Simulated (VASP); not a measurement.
# V (Im-3m) in VASP: notebook

The runs below take V through relaxation of cell and atoms, with PBEsol.

Program: VASP 6.6.1. These are calculated values, not measurements. Logs are shortened: lines on timing, memory, paths and dates and some standing lists are left out, and cuts for length are marked.

## (1) The cell of the first run

The structure is cubic, space group Im-3m (No. 229). The conventional cell has a = 2.905 Å, b = 2.905 Å, c = 2.905 Å, α = 90.00°, β = 90.00°, γ = 90.00°. V (site symmetry m-3m) has 14 V at 2.52 to 2.90 Å within 3.3 Å.

## (2) Relaxation of cell and atoms, PBEsol, target pressure 12 GPa, at which the enthalpy is minimised

The input, INCAR:

```
PREC     = Accurate       # precision mode
ENCUT    = 600            # plane-wave cutoff, eV
EDIFF    = 1E-7           # SCF threshold, eV
ISMEAR   = 0              # smearing method
SIGMA    = 0.1            # smearing width, eV
LREAL    = False          # projectors in reciprocal space
LASPH    = True           # aspherical terms in the spheres
NELM     = 60             # most SCF steps
ALGO     = Normal         # electronic algorithm
ISIF     = 3              # what is computed and relaxed
LWAVE    = False          # write WAVECAR
LCHARG   = False          # write CHGCAR
GGA      = PS             # functional
IBRION   = 2              # ionic algorithm
NSW      = 70             # ionic steps
EDIFFG   = -0.008         # ionic threshold
PSTRESS  = 120.0
```

The input, KPOINTS:

```
Automatic mesh
0
Gamma
  20 20 20
```

The input, POSCAR:

```
V
1.0
   -1.4523537459      1.4523537459      1.4523537459
    1.4523537459     -1.4523537459      1.4523537459
    1.4523537459      1.4523537459     -1.4523537459
V
1
Direct
    0.0000000000      0.0000000000      0.0000000000
```

Potentials or basis: VASP PAW PBE potentials, release 64 (V_sv).

Command:

```
cat potpaw_PBE.64/V_sv/POTCAR > POTCAR
mpirun -np 1 vasp_std > vasp.out
```

OUTCAR:

```text
PREC = Accurate
   ENCUT = 600
   EDIFF = 1E-7
   ISMEAR = 0
   LREAL = False
   LASPH = True
   NELM = 60
   ISIF = 3
   GGA = PS
   IBRION = 2
   NSW = 70
   EDIFFG = -0.008
   PSTRESS = 120.0

 ion  position               nearest neighbor table
   1  0.000  0.000  0.000-

  LATTYP: Found a body centered cubic cell.
 ALAT       =     2.9047074918

  Lattice vectors:

 A1 = (  -1.4523537459,   1.4523537459,   1.4523537459)
 A2 = (   1.4523537459,  -1.4523537459,   1.4523537459)
 A3 = (   1.4523537459,   1.4523537459,  -1.4523537459)

Analysis of symmetry for initial positions (statically):
=====================================================================
 Subroutine PRICEL returns:
 Original cell was already a primitive cell.

 Routine SETGRP: Setting up the symmetry group for a
 body centered cubic supercell.

 Subroutine GETGRP returns: Found 48 space group operations
 (whereof 48 operations were pure point group operations)
 out of a pool of 48 trial point group operations.

The static configuration has the point symmetry O_h .

Analysis of symmetry for dynamics (positions and initial velocities):
=====================================================================
 Subroutine PRICEL returns:
 Original cell was already a primitive cell.

 Routine SETGRP: Setting up the symmetry group for a
 body centered cubic supercell.

 Subroutine GETGRP returns: Found 48 space group operations
 (whereof 48 operations were pure point group operations)
 out of a pool of 48 trial point group operations.

The dynamic configuration has the point symmetry O_h .

 Subroutine INISYM returns: Found 48 space group operations
 (whereof 48 operations are pure point group operations),
 and found     1 'primitive' translations

----------------------------------------------------------------------------------------

                                     Primitive cell

  volume of cell :      12.2540

  direct lattice vectors                    reciprocal lattice vectors
    -1.452353746  1.452353746  1.452353746     0.000000000  0.344268744  0.344268744
     1.452353746 -1.452353746  1.452353746     0.344268744  0.000000000  0.344268744
     1.452353746  1.452353746 -1.452353746     0.344268744  0.344268744  0.000000000

  length of vectors
     2.515550478  2.515550478  2.515550478     0.486869527  0.486869527  0.486869527

  position of ions in fractional coordinates (direct lattice)
     0.000000000  0.000000000  0.000000000

  ion indices of the primitive-cell ions
   primitive index   ion index
                 1           1

----------------------------------------------------------------------------------------

 KPOINTS: Automatic mesh

Automatic generation of k-mesh.
 Grid dimensions read from file:
 generate k-points for:   20   20   20

 Generating k-lattice:

  Cartesian coordinates                     Fractional coordinates (reciprocal lattice)
     0.000000000  0.017213437  0.017213437     0.050000000  0.000000000  0.000000000
     0.017213437  0.000000000  0.017213437     0.000000000  0.050000000  0.000000000
     0.017213437  0.017213437  0.000000000     0.000000000  0.000000000  0.050000000

  Length of vectors
     0.024343476  0.024343476  0.024343476

  Shift w.r.t. Gamma in fractional coordinates (k-lattice)
     0.000000000  0.000000000  0.000000000

 Subroutine IBZKPT returns following result:
 ===========================================

 Found    256 irreducible k-points:

 Following reciprocal coordinates:
            Coordinates               Weight
  0.000000  0.000000  0.000000      1.000000
  0.050000  0.000000  0.000000     12.000000
  0.100000  0.000000  0.000000     12.000000
  0.150000  0.000000  0.000000     12.000000
  0.200000  0.000000  0.000000     12.000000
  0.250000  0.000000  0.000000     12.000000
[... 16 lines left out ...]
  0.200000  0.100000  0.000000     48.000000
  0.250000  0.100000  0.000000     48.000000
 [... further k-points ...]
   k-points           NKPTS =    256   k-points in BZ     NKDIM =    256   number of bands    NBANDS=     10
   number of dos      NEDOS =    301   number of ions     NIONS =      1
   total plane-waves  NPLWV =   8000
   dimension x,y,z NGX =    20 NGY =   20 NGZ =   20
   dimension x,y,z NGXF=    40 NGYF=   40 NGZF=   40
   ions per type =               1
   NGX,Y,Z   is equivalent  to a cutoff of  13.22, 13.22, 13.22 a.u.
   NGXF,Y,Z  is equivalent  to a cutoff of  26.43, 26.43, 26.43 a.u.
 SYSTEM =  unknown system
   PREC   = accura    normal or accurate (medium, high low for compatibility)
   ISTART =      0    job   : 0-new  1-cont  2-samecut
   ICHARG =      2    charge: 1-file 2-atom 10-const
   ISPIN  =      1    spin polarized calculation?
   LNONCOLLINEAR =      F non collinear calculations
   LSORBIT =      F    spin-orbit coupling
   LASPH  =      T    aspherical Exc in radial PAW
   ENCUT  =  600.0 eV  44.10 Ry    6.64 a.u.   5.02  5.02  5.02*2*pi/ulx,y,z
   NELM   =     60;   NELMIN=  2; NELMDL= -5     # of ELM steps
   EDIFF  = 0.1E-06   stopping-criterion for ELM
   LREAL  =      F    real-space projection
   EDIFFG = -.8E-02   stopping-criterion for IOM
   NSW    =     70    number of steps for IOM
   IBRION =      2    ionic relax: 0-MD 1-quasi-New 2-CG
   NFREE  =      1    steps in history (QN), initial steepest desc. (CG)
   ISIF   =      3    stress and relaxation
   ISYM   =      2    0-nonsym 1-usesym 2-fastsym
   POTIM  = 0.5000    time-step for ionic-motion
   TEBEG  =    0.0;   TEEND  =   0.0 temperature during run
   PSTRESS=  120.0 pullay stress
   NELECT =      13.0000    total number of electrons
   NUPDOWN=      -1.0000    fix difference up-down
   EMIN   =  10.00;   EMAX   =-10.00  energy-range for DOS
   EFERMI =   0.00;   METHOD = LEGACY
   ISMEAR =     0;   SIGMA  =   0.10  broadening in eV -4-tet -1-fermi 0-gaus
   EFERMI_NEDOS =   21; number of points for ismear=-14 and -15
   IALGO  =     38    algorithm
   IMIX   =      4    mixing-type and parameters
     AMIX     =   0.40;   BMIX     =  1.00
     AMIX_MAG =   1.60;   BMIX_MAG =  1.00
  volume/ion in A,a.u.               =      12.25        82.69
  Fermi-wavevector in a.u.,A,eV,Ry     =   1.669668  3.155216 37.930217  2.787792
  Thomas-Fermi vector in A             =   2.755301
   LORBIT       =      0    0 simple, 1 ext, 2 COOP (PROOUT), +10 PAW based schemes
   GGA     = PS    functional components
   LHFCALC =     F    Hartree Fock is set to
   AEXX    =    0.0000 exact exchange contribution
   IVDW    =     0    specifies the selected vdW correction
   LEPSILON=     F    determine dielectric tensor
   LRPA    =     F    only Hartree local field effects (RPA)
 conjugate gradient relaxation of ions
 non-spin polarized calculation
 Gauss-broadening in eV      SIGMA  =   0.10
  energy-cutoff  :      600.00
  volume of cell :       12.25
 maximum number of plane-waves:       420
   NGX =  9   NGY =  9   NGZ =  9

--------------------------------------- Ionic step        1  -------------------------------------------

 number of electron      13.0000006 magnetization

 Free energy of the ion-electron system (eV)
  ---------------------------------------------------
  ext. energy  EPLUGINS =         0.00000000
  ---------------------------------------------------
  free energy    TOTEN  =        -9.61239665 eV

  energy without entropy =       -9.60442019  energy(sigma->0) =       -9.60840842

------------------------ aborting loop because EDIFF is reached ----------------------------------------

  FORCE on cell =-STRESS in cart. coord.  units (eV):
  Direction    XX          YY          ZZ          XY          YZ          ZX
  --------------------------------------------------------------------------------------
  -------------------------------------------------------------------------------------
  Total        0.9458794      0.9458794      0.9458794     -0.0000000     -0.0000000     -0.0000000
  in kB      123.6713583    123.6713583    123.6713583     -0.0000000     -0.0000000     -0.0000000
  external PRESSURE =       3.6713583 kB  Pullay stress =     120.0000000 kB
[... 59 lines left out ...]
  enthalpy is  TOTEN    =        -8.6945565326 eV   P V=        0.9215345643

--------------------------------------- Ionic step        3  -------------------------------------------

 number of electron      13.0000006 magnetization

 Free energy of the ion-electron system (eV)
  ---------------------------------------------------
  ext. energy  EPLUGINS =         0.00000000
  ---------------------------------------------------
  free energy    TOTEN  =        -9.61378342 eV

  energy without entropy =       -9.60579227  energy(sigma->0) =       -9.60978785

 E-fermi :  10.7634     XC(G=0): -13.5784

 val. band max:       10.7551249538   @ k =   0.3000   0.1000   0.0000
 cond. band min:      10.7719313163   @ k =   0.4000   0.2000   0.0000
 fundamental gap:      0.0168063625
 Fermi energy:        10.7633982436

 k-point     1 :       0.0000    0.0000    0.0000
  band No.  band energies     occupation
      1     -52.6149      2.00000
      2     -25.8384      2.00000
      3     -25.8384      2.00000
      4     -25.8384      2.00000
      5       3.9871      2.00000
      6      11.1890      0.00000
      7      11.1890      0.00000
      8      11.1890      0.00000
      9      13.4423      0.00000
     10      13.4423      0.00000
[... 287 lines left out ...]
 k-point    24 :       0.2500    0.1000    0.0000
  band No.  band energies     occupation
      1     -52.4149      2.00000
      2     -26.6609      2.00000
      3     -26.0991      2.00000
      4     -25.8867      2.00000
      5       7.1110      2.00000
      6       9.9758      2.00000
      7      10.4719      1.99996
      8      13.0233      0.00000
      9      13.7888      0.00000
     10      14.1180      0.00000

 [... further k-points ...]

------------------------ aborting loop because EDIFF is reached ----------------------------------------

  FORCE on cell =-STRESS in cart. coord.  units (eV):
  Direction    XX          YY          ZZ          XY          YZ          ZX
  --------------------------------------------------------------------------------------
  -------------------------------------------------------------------------------------
  Total        0.9194446      0.9194446      0.9194446      0.0000000      0.0000000     -0.0000000
  in kB      120.0363561    120.0363561    120.0363561      0.0000000      0.0000000     -0.0000000
  external PRESSURE =       0.0363561 kB  Pullay stress =     120.0000000 kB
[... 16 lines left out ...]
  FREE ENERGIE OF THE ION-ELECTRON SYSTEM (eV)
  ---------------------------------------------------
  free  energy   TOTEN  =        -9.6137834231 eV

  energy  without entropy=       -9.6057922721  energy(sigma->0) =       -9.60978785

  enthalpy is  TOTEN    =        -8.6946173077 eV   P V=        0.9191661154

 reached required accuracy - stopping structural energy minimisation
```

Run time: 71 s. Hardware: 1 thread of Intel Xeon 8259CL, shared host; peak memory 0.16 GiB.

Results:

```
Free energy                                                : -9.6138 eV
Relaxed volume                                             : 12.27 Å³/atom
Relaxed cell                                               : a = 2.517 Å, b = 2.517 Å, c = 2.517 Å, α = 109.47°, β = 109.47°, γ = 109.47°
Space group after relaxing (to 0.1 Å)                      : Im-3m (No. 229)
Energy change on relaxing (the run minimises the enthalpy) : -1.4 meV/atom
Ionic steps                                                : 3
Pressure after relaxing                                    : 12.0 GPa
Band gap on the k mesh                                     : zero (an odd number of electrons rules out a gap without spin polarisation)
```

Step by step:
```tsv
step	energy change (eV)	largest force (eV/Å)	pressure (GPa)	volume (Å³)
1	0.0000	0.0000	12.37	12.25
2	-0.0037	0.0000	11.38	12.30
3	-0.0014	0.0000	12.00	12.27
```

Final structure:
```
V
1.0
    -1.45307    1.45307    1.45307
     1.45307   -1.45307    1.45307
     1.45307    1.45307   -1.45307
V
1
Direct
  0.00000 0.00000 0.00000
```

Caveat: the cell is relaxed towards a set pressure, so the run minimises the enthalpy, not the energy; the PAW data sets were made with another functional, which shifts forces and pressure a little.

## (3) Relaxation of cell and atoms, PBEsol, target pressure 4 GPa, at which the enthalpy is minimised

This run uses another cell than the first one, of 12.70 Å³/atom.

The input, INCAR:

```
PREC = Accurate
ENCUT = 600
EDIFF = 1E-6
ISMEAR = 0
SIGMA = 0.1
LREAL = False
LASPH = True
NELM = 60
ALGO = Fast
ISIF = 3
LWAVE = False
LCHARG = False
GGA = PS
IBRION = 2
NSW = 70
EDIFFG = -0.008
PSTRESS = 40.0
```

The input, KPOINTS:

```
regular mesh
0
Gamma
  20 20 20
```

The input, POSCAR:

```
V
1.0
   -1.4698096083      1.4698096083      1.4698096083
    1.4698096083     -1.4698096083      1.4698096083
    1.4698096083      1.4698096083     -1.4698096083
V
1
Direct
    0.0000000000      0.0000000000      0.0000000000
```

Potentials or basis: VASP PAW PBE potentials, release 64 (V_sv).

Command:

```
cat potpaw_PBE.64/V_sv/POTCAR > POTCAR
mpirun -np 1 vasp_std > vasp.out
```

Run time: 77 s. Hardware: 1 thread of Intel Xeon 8259CL, shared host; peak memory 0.16 GiB.

The run converged. Its results:

| Quantity | Value |
| --- | --- |
| Free energy | -9.6359 eV |
| Relaxed volume | 12.71 Å³/atom |
| Relaxed cell | a = 2.547 Å, b = 2.547 Å, c = 2.547 Å, α = 109.47°, β = 109.47°, γ = 109.47° |
| Space group after relaxing (to 0.1 Å) | Im-3m (No. 229) |
| Energy change on relaxing (the run minimises the enthalpy) | -0.3 meV/atom |
| Ionic steps | 4 |
| Pressure after relaxing | 4.1 GPa |
| Band gap on the k mesh | zero (an odd number of electrons rules out a gap without spin polarisation) |

The path:
```tsv
step	energy change (eV)	largest force (eV/Å)	pressure (GPa)	volume (Å³)
1	0.0000	0.0000	4.41	12.70
2	-0.0014	0.0000	3.04	12.76
3	-0.0004	0.0000	3.80	12.72
4	-0.0003	0.0000	4.05	12.71
```

Final structure:
```
V
1.0
    -1.47024    1.47024    1.47024
     1.47024   -1.47024    1.47024
     1.47024    1.47024   -1.47024
V
1
Direct
  0.00000 0.00000 0.00000
```

Levels at points of the mesh, in eV from the Fermi level:
```csv
k point,band 3,band 4,band 5,band 6,band 7,band 8,band 9,band 10
"(0.00, 0.00, 0.00)",-36.71,-36.71,-6.71,0.42,0.42,0.42,2.58,2.58
"(0.50, 0.00, 0.00)",-37.04,-36.72,-3.39,-1.25,1.87,2.60,2.98,4.47
"(0.50, 0.50, 0.50)",-37.45,-37.45,-3.28,-3.28,4.03,4.03,4.03,10.74
```

Caveat: the cell is relaxed towards a set pressure, so the run minimises the enthalpy, not the energy; the PAW data sets were made with another functional, which shifts forces and pressure a little.

(Part 1 of 2 ends here.)
